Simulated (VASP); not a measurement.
A run of VASP 6.6.1:

Contents of INCAR:

```
SYSTEM = InSb
PREC = Accurate ; ENCUT = 520
EDIFF = 1E-7 ; ISMEAR = 0
SIGMA = 0.15 ; LREAL = .FALSE.
LASPH = .TRUE. ; NELM = 80
ALGO = Normal ; ISIF = 2
LWAVE = .FALSE. ; LCHARG = .FALSE.
GGA = CA ; NBANDS = 16
```

KPOINTS

```
Automatic mesh
0
G
  16 16 8
  0 0 0
```

Contents of POSCAR:

```
InSb
1.0
    2.9548481467      0.0000000000      0.0000000000
    0.0000000000      2.9548481467      0.0000000000
    0.0000000000      0.0000000000      5.2522425807
In Sb
1 1
Direct
    0.0000000000      0.0000000000      0.0000000000
    0.0000000000      0.0000000000      0.5000000000
```

Potentials or basis: VASP PAW LDA potentials, release 64 (In_d, Sb).

Run with:

```sh
$ cat potpaw_LDA.64/In_d/POTCAR potpaw_LDA.64/Sb/POTCAR > POTCAR
$ mpirun -np 1 vasp_std > vasp.out
```

Hardware: 1 thread of Intel(R) Xeon(R) Platinum 8375C CPU @ 2.90GHz (Ice Lake), with other jobs on the host.

**Question.** Estimate the wall time of this run.

**Answer.** It took 62 s on 1 thread of Intel(R) Xeon(R) Platinum 8375C CPU @ 2.90GHz (Ice Lake), with other jobs on the host, peak memory 0.28 GiB. Counts: scf iterations 12, k points 225.
